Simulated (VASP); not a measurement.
# Se (Cmcm) in VASP: notebook

Se is run at these levels: PBE; tasks: single point.

Everything below comes from runs of VASP 6.6.1. Logs are shortened: lines on timing, memory, paths and dates and some standing lists are left out, and cuts for length are marked.

## 1. The cell of the first run

It takes space group Cmcm (No. 63, orthorhombic). Conventional cell: a = 2.779 Å, b = 8.909 Å, c = 4.717 Å, α = 90.00°, β = 90.00°, γ = 90.00°. Se (site symmetry m2m) has 4 Se at 2.57 to 2.78 Å within 3.4 Å.

## 2. Single point, PBE

File INCAR:

```
SYSTEM = Se
PREC = Accurate
ENCUT = 520
EDIFF = 1E-7
ISMEAR = 0
SIGMA = 0.15
LREAL = .FALSE.
LASPH = .TRUE.
NELM = 80
ALGO = Normal
ISIF = 2
LWAVE = .FALSE.
LCHARG = .FALSE.
GGA = PE
NBANDS = 20
```

File KPOINTS:

```
regular mesh
0
G
  12 12 12
  0 0 0
```

File POSCAR:

```
Se
1.0
   -2.7785823468      0.0000000000      0.0000000000
   -1.3892911734      4.4545295802     -4.7167054085
   -1.3892911734     -4.4545295802     -4.7167054085
Se
4
Direct
    0.1250000000      0.9316696325      0.8183303675
    0.6250000000      0.4316696325      0.3183303675
    0.3750000000      0.5683303675      0.6816696325
    0.8750000000      0.0683303675      0.1816696325
```

Potentials or basis: VASP PAW PBE potentials, release 64 (Se).

Launch:

```sh
$ cat potpaw_PBE.64/Se/POTCAR > POTCAR
$ mpirun -np 1 vasp_std > vasp.out
```

OUTCAR:

```text
SYSTEM = Se
   PREC = Accurate
   ENCUT = 520
   EDIFF = 1E-7
   ISMEAR = 0
   LREAL = .FALSE.
   LASPH = .TRUE.
   NELM = 80
   ISIF = 2
   GGA = PE

 ion  position               nearest neighbor table
   1  0.125  0.932  0.818-   3 2.57   4 2.57
   2  0.625  0.432  0.318-   3 2.57   4 2.57
   3  0.375  0.568  0.682-   1 2.57   2 2.57
   4  0.875  0.068  0.182-   1 2.57   2 2.57

  LATTYP: Found a body centered orthorhombic cell.
 ALAT       =     2.7785823468
 B/A-ratio  =     3.2063326000
 C/A-ratio  =     3.3950445370

  Lattice vectors:

 A1 = (   1.3892911734,  -4.4545295802,   4.7167054085)
 A2 = (  -1.3892911734,   4.4545295802,   4.7167054085)
 A3 = (  -1.3892911734,  -4.4545295802,  -4.7167054085)

Analysis of symmetry for initial positions (statically):
=====================================================================
 Subroutine PRICEL returns following result:

  LATTYP: Found a base centered orthorhombic cell.
 ALAT       =     2.7785823468
 B/A-ratio  =     3.2063326000
 C/A-ratio  =     1.6975222685

  Lattice vectors:

 A1 = (  -1.3892911734,  -4.4545295802,   0.0000000000)
 A2 = (  -1.3892911734,   4.4545295802,   0.0000000000)
 A3 = (   0.0000000000,   0.0000000000,  -4.7167054085)

   2 primitive cells build up your supercell.

 Routine SETGRP: Setting up the symmetry group for a
 body centered orthorhombic supercell.

 Subroutine GETGRP returns: Found  8 space group operations
 (whereof  4 operations were pure point group operations)
 out of a pool of  8 trial point group operations.

The static configuration has the point symmetry C_2h.
 The point group associated with its full space group is D_2h.

Analysis of symmetry for dynamics (positions and initial velocities):
=====================================================================
 Subroutine PRICEL returns following result:

  LATTYP: Found a base centered orthorhombic cell.
 ALAT       =     2.7785823468
 B/A-ratio  =     3.2063326000
 C/A-ratio  =     1.6975222685

  Lattice vectors:

 A1 = (  -1.3892911734,  -4.4545295802,   0.0000000000)
 A2 = (  -1.3892911734,   4.4545295802,   0.0000000000)
 A3 = (   0.0000000000,   0.0000000000,  -4.7167054085)

   2 primitive cells build up your supercell.

 Routine SETGRP: Setting up the symmetry group for a
 body centered orthorhombic supercell.

 Subroutine GETGRP returns: Found  8 space group operations
 (whereof  4 operations were pure point group operations)
 out of a pool of  8 trial point group operations.

The dynamic configuration has the point symmetry C_2h.
 The point group associated with its full space group is D_2h.

 Subroutine INISYM returns: Found  8 space group operations
 (whereof  4 operations are pure point group operations),
 and found     2 'primitive' translations

----------------------------------------------------------------------------------------

                                     Primitive cell

  volume of cell :      58.3800

  direct lattice vectors                    reciprocal lattice vectors
    -1.389291173 -4.454529580  0.000000000    -0.359895758 -0.112245298  0.000000000
    -1.389291173  4.454529580  0.000000000    -0.359895758  0.112245298  0.000000000
     0.000000000  0.000000000 -4.716705409     0.000000000  0.000000000 -0.212012393

  length of vectors
     4.666150849  4.666150849  4.716705409     0.376993320  0.376993320  0.212012393

  position of ions in fractional coordinates (direct lattice)
     0.943330368  0.056669632  0.750000000
     0.056669632  0.943330368  0.250000000

  ion indices of the primitive-cell ions
   primitive index   ion index
                 1           1
                 2           3

----------------------------------------------------------------------------------------

 KPOINTS: regular mesh

Automatic generation of k-mesh.
 Grid dimensions read from file:
 generate k-points for:   12   12   12

 Generating k-lattice:

  Cartesian coordinates                     Fractional coordinates (reciprocal lattice)
    -0.029991313  0.000000000  0.008833850     0.083333333  0.000000000  0.000000000
     0.000000000  0.009353775 -0.008833850     0.000000000  0.083333333  0.000000000
     0.000000000 -0.009353775 -0.008833850     0.000000000  0.000000000  0.083333333

  Length of vectors
     0.031265249  0.012865846  0.012865846

  Shift w.r.t. Gamma in fractional coordinates (k-lattice)
     0.000000000  0.000000000  0.000000000

 Subroutine IBZKPT returns following result:
 ===========================================

 Found    280 irreducible k-points:

 Following reciprocal coordinates:
            Coordinates               Weight
  0.000000  0.000000  0.000000      1.000000
  0.083333  0.000000  0.000000      4.000000
  0.166667  0.000000  0.000000      4.000000
  0.250000  0.000000  0.000000      4.000000
  0.333333 -0.000000 -0.000000      4.000000
  0.416667  0.000000  0.000000      4.000000
[... 16 lines left out ...]
  0.250000  0.166667  0.000000      8.000000
  0.333333  0.166667 -0.000000      8.000000
 [... further k-points ...]
   k-points           NKPTS =    280   k-points in BZ     NKDIM =    280   number of bands    NBANDS=     20
   number of dos      NEDOS =    301   number of ions     NIONS =      4
   total plane-waves  NPLWV =  60000
   dimension x,y,z NGX =    24 NGY =   50 NGZ =   50
   dimension x,y,z NGXF=    48 NGYF=  100 NGZF=  100
   ions per type =               4
   NGX,Y,Z   is equivalent  to a cutoff of  14.36, 12.53, 12.53 a.u.
   NGXF,Y,Z  is equivalent  to a cutoff of  28.72, 25.06, 25.06 a.u.
 SYSTEM =  Se
   PREC   = accura    normal or accurate (medium, high low for compatibility)
   ISTART =      0    job   : 0-new  1-cont  2-samecut
   ICHARG =      2    charge: 1-file 2-atom 10-const
   ISPIN  =      1    spin polarized calculation?
   LNONCOLLINEAR =      F non collinear calculations
   LSORBIT =      F    spin-orbit coupling
   LASPH  =      T    aspherical Exc in radial PAW
   ENCUT  =  520.0 eV  38.22 Ry    6.18 a.u.   5.17 12.34 12.34*2*pi/ulx,y,z
   NELM   =     80;   NELMIN=  2; NELMDL= -5     # of ELM steps
   EDIFF  = 0.1E-06   stopping-criterion for ELM
   LREAL  =      F    real-space projection
   EDIFFG = 0.1E-05   stopping-criterion for IOM
   NSW    =      0    number of steps for IOM
   IBRION =     -1    ionic relax: 0-MD 1-quasi-New 2-CG
   NFREE  =      0    steps in history (QN), initial steepest desc. (CG)
   ISIF   =      2    stress and relaxation
   ISYM   =      2    0-nonsym 1-usesym 2-fastsym
   POTIM  = 0.5000    time-step for ionic-motion
   TEBEG  =    0.0;   TEEND  =   0.0 temperature during run
   PSTRESS=    0.0 pullay stress
   NELECT =      24.0000    total number of electrons
   NUPDOWN=      -1.0000    fix difference up-down
   EMIN   =  10.00;   EMAX   =-10.00  energy-range for DOS
   EFERMI =   0.00;   METHOD = LEGACY
   ISMEAR =     0;   SIGMA  =   0.15  broadening in eV -4-tet -1-fermi 0-gaus
   EFERMI_NEDOS =   21; number of points for ismear=-14 and -15
   IALGO  =     38    algorithm
   IMIX   =      4    mixing-type and parameters
     AMIX     =   0.40;   BMIX     =  1.00
     AMIX_MAG =   1.60;   BMIX_MAG =  1.00
  volume/ion in A,a.u.               =      29.19       196.98
  Fermi-wavevector in a.u.,A,eV,Ry     =   0.966156  1.825770 12.700461  0.933458
  Thomas-Fermi vector in A             =   2.095934
   LORBIT       =      0    0 simple, 1 ext, 2 COOP (PROOUT), +10 PAW based schemes
   GGA     = PE    functional components
   LHFCALC =     F    Hartree Fock is set to
   AEXX    =    0.0000 exact exchange contribution
   IVDW    =     0    specifies the selected vdW correction
   LEPSILON=     F    determine dielectric tensor
   LRPA    =     F    only Hartree local field effects (RPA)
 non-spin polarized calculation
 Gauss-broadening in eV      SIGMA  =   0.15
  energy-cutoff  :      520.00
  volume of cell :      116.76
 maximum number of plane-waves:      3189
 NGX is ok and might be reduce to    24
   NGX = 11   NGY = 25   NGZ = 25

 number of electron      24.0000003 magnetization

 Free energy of the ion-electron system (eV)
  ---------------------------------------------------
  ext. energy  EPLUGINS =         0.00000000
  ---------------------------------------------------
  free energy    TOTEN  =       -13.37663895 eV

  energy without entropy =      -13.35098376  energy(sigma->0) =      -13.36381136

 E-fermi :   2.1458     XC(G=0):  -8.4547

 val. band max:        2.1456635755   @ k =   0.5000  -0.1667   0.1667
 cond. band min:       2.1479583228   @ k =   0.3333   0.5000   0.1667
 fundamental gap:      0.0022947473
 Fermi energy:         2.1458260600

 k-point     1 :       0.0000    0.0000    0.0000
  band No.  band energies     occupation
      1     -13.3911      2.00000
      2     -11.9709      2.00000
      3     -11.9709      2.00000
      4      -9.7858      2.00000
      5      -4.0705      2.00000
      6      -2.4920      2.00000
[... 12 lines left out ...]
     19       9.6266      0.00000
     20       9.6266      0.00000

 k-point     2 :       0.0833    0.0000    0.0000
  band No.  band energies     occupation
      1     -13.2769      2.00000
      2     -12.0650      2.00000
      3     -11.6577      2.00000
      4      -9.7096      2.00000
      5      -3.9446      2.00000
      6      -2.6117      2.00000
[... 12 lines left out ...]
     19       9.5513      0.00000
     20       9.9276      0.00000

 k-point     3 :       0.1667    0.0000    0.0000
  band No.  band energies     occupation
      1     -12.9420      2.00000
      2     -11.9470      2.00000
      3     -11.1345      2.00000
      4      -9.4858      2.00000
      5      -3.5804      2.00000
      6      -2.5185      2.00000
[... 12 lines left out ...]
     19       9.7181      0.00000
     20      10.2828      0.00000

 k-point     4 :       0.2500    0.0000    0.0000
  band No.  band energies     occupation
      1     -12.4147      2.00000
      2     -11.6454      2.00000
      3     -10.4309      2.00000
      4      -9.1354      2.00000
      5      -3.0218      2.00000
      6      -2.2478      2.00000
[... 429 lines left out ...]
 k-point    23 :       0.2500    0.1667    0.0000
  band No.  band energies     occupation
      1     -12.4864      2.00000
      2     -11.2928      2.00000
      3     -10.8817      2.00000
      4      -8.9139      2.00000
      5      -3.2590      2.00000
      6      -1.8050      2.00000
[... 12 lines left out ...]
     19       9.8617      0.00000
     20      10.0332      0.00000

 k-point    24 :       0.3333    0.1667   -0.0000
  band No.  band energies     occupation
      1     -11.8740      2.00000
      2     -10.9054      2.00000
      3     -10.0803      2.00000
      4      -8.3999      2.00000
      5      -2.6920      2.00000
      6      -2.3800      2.00000
[... 12 lines left out ...]
     19       9.0898      0.00000
     20       9.4854      0.00000

 [... further k-points ...]
[... 5 lines left out ...]
  --------------------------------------------------------------------------------------
  -------------------------------------------------------------------------------------
  Total        1.5772794     -0.0577403     -1.1628158      0.0000000      0.0000000      0.0000000
  in kB       21.6433935     -0.7923117    -15.9561327      0.0000000      0.0000000      0.0000000
  external PRESSURE =       1.6316497 kB  Pullay stress =       0.0000000 kB

 VOLUME and BASIS-vectors are now :
 -----------------------------------------------------------------------------
  energy-cutoff  :      520.00
  volume of cell :      116.76
      direct lattice vectors                 reciprocal lattice vectors
    -2.778582347  0.000000000  0.000000000    -0.359895758  0.000000000  0.106006196
    -1.389291173  4.454529580 -4.716705409     0.000000000  0.112245298 -0.106006196
    -1.389291173 -4.454529580 -4.716705409     0.000000000 -0.112245298 -0.106006196

 POSITION                                       TOTAL-FORCE (eV/Angst)
 -----------------------------------------------------------------------------------
     -2.77858      0.50487     -8.25423         0.000000     -0.043042      0.000000
     -2.77858      0.50487     -3.53753         0.000000     -0.043042      0.000000
     -2.77858     -0.50487     -5.89588         0.000000      0.043042      0.000000
     -2.77858     -0.50487     -1.17918         0.000000      0.043042      0.000000
 -----------------------------------------------------------------------------------
    total drift:                               -0.000000      0.000000     -0.000000

  FREE ENERGIE OF THE ION-ELECTRON SYSTEM (eV)
  ---------------------------------------------------
  free  energy   TOTEN  =       -13.3766389479 eV

  energy  without entropy=      -13.3509837630  energy(sigma->0) =      -13.36381136
```

It took 7.7 min on 1 thread of Intel Xeon 8259CL, shared host; peak memory 0.59 GiB.

What came out:

* Free energy: -13.3766 eV
* Pressure: 0.2 GPa
* Largest force: 0.043 eV/Å
* Band gap on the k mesh: zero (bands 12 and 13 overlap by 3.42 eV)

Forces on the atoms (eV/Å):
```
Se   0.000 -0.043  0.000
Se   0.000 -0.043  0.000
Se   0.000  0.043  0.000
Se   0.000  0.043  0.000
```

Levels at points of the mesh, in eV from the Fermi level:
```tsv
k point	band 8	band 9	band 10	band 11	band 12	band 13	band 14	band 15	band 16	band 17
(0.00, 0.00, 0.00)	-2.50	-2.11	0.68	0.68	2.16	2.36	3.32	3.32	4.65	4.87
(0.50, 0.00, 0.00)	-4.07	-3.55	-3.55	-0.81	-0.81	-0.02	-0.02	3.64	3.64	4.96
(0.00, 0.50, 0.00)	-2.79	-2.09	-2.09	1.88	1.88	2.60	2.60	4.23	4.23	6.47
(0.50, 0.50, 0.00)	-4.36	-3.48	-2.21	-2.21	-1.00	-0.05	2.35	2.35	3.55	5.00
(0.00, 0.50, 0.50)	-3.78	-1.83	0.28	0.28	1.22	2.29	3.36	3.36	4.69	4.77
```

## 3. Single point, PBE (strained)

File INCAR:

```
  ALGO = Fast
  EDIFF = 1E-6
  ENCUT = 520
  GGA = PE
  ISIF = 2
  ISMEAR = 0
  LASPH = T
  LCHARG = F
  LREAL = F
  LWAVE = F
  NBANDS = 13
  NELM = 80
  PREC = Accurate
  SIGMA = 0.1
```

File KPOINTS:

```
k-points
0
Gamma
  16 16 10
```

File POSCAR:

```
Se
1.0
    1.3185187719     -4.2456381465      0.0000000000
    1.3185187719      4.2456381465      0.0000000000
    0.0000000000      0.0000000000      4.7064843113
Se
2
Direct
    0.9480346133      0.0519653867      0.2500000000
    0.0519653867      0.9480346133      0.7500000000
```

Potentials or basis: VASP PAW PBE potentials, release 64 (Se).

Launch:

```sh
$ cat potpaw_PBE.64/Se/POTCAR > POTCAR
$ mpirun -np 1 vasp_std > vasp.out
```

It took 7.6 min on 1 thread of Oxide Virtual Turin-like, shared host; peak memory 0.35 GiB.

The run converged. Its results:

* Free energy: -6.5815 eV
* Pressure: 5.9 GPa
* Largest force: 0.291 eV/Å
* Band gap on the k mesh: zero (bands 6 and 7 overlap by 3.89 eV)

Forces in eV/Å, atoms in the order of the input:
```
Se   0.000  0.291  0.000
Se   0.000 -0.291  0.000
```

Stress tensor (GPa, compression positive):
```
10.27  0.00  0.00
 0.00  1.09  0.00
 0.00  0.00  6.42
```

Levels at points of the mesh, in eV from the Fermi level:
```csv
k point,band 2,band 3,band 4,band 5,band 6,band 7,band 8,band 9,band 10,band 11
"(0.00, 0.00, 0.00)",-12.46,-7.12,-3.12,-2.27,2.32,3.26,4.50,5.77,7.23,8.88
"(0.50, 0.00, 0.00)",-9.33,-7.30,-4.75,-4.29,-1.21,0.22,3.94,4.52,5.47,8.40
"(0.50, 0.50, 0.00)",-12.54,-6.95,-4.64,-2.18,1.12,3.17,5.80,9.33,9.46,10.21
"(0.00, 0.00, 0.50)",-14.98,-4.12,-4.12,-0.20,-0.20,4.30,4.30,4.33,4.33,11.32
"(0.50, 0.00, 0.50)",-11.96,-6.08,-6.08,-2.08,-2.08,2.36,2.36,5.36,5.36,9.18
"(0.50, 0.50, 0.50)",-14.87,-5.16,-5.16,0.02,0.02,4.28,4.28,7.59,7.59,11.06
```

Caveat: the cell differs from its parent crystal (strained); the stress differs along the axes, from 1 to 10 GPa.
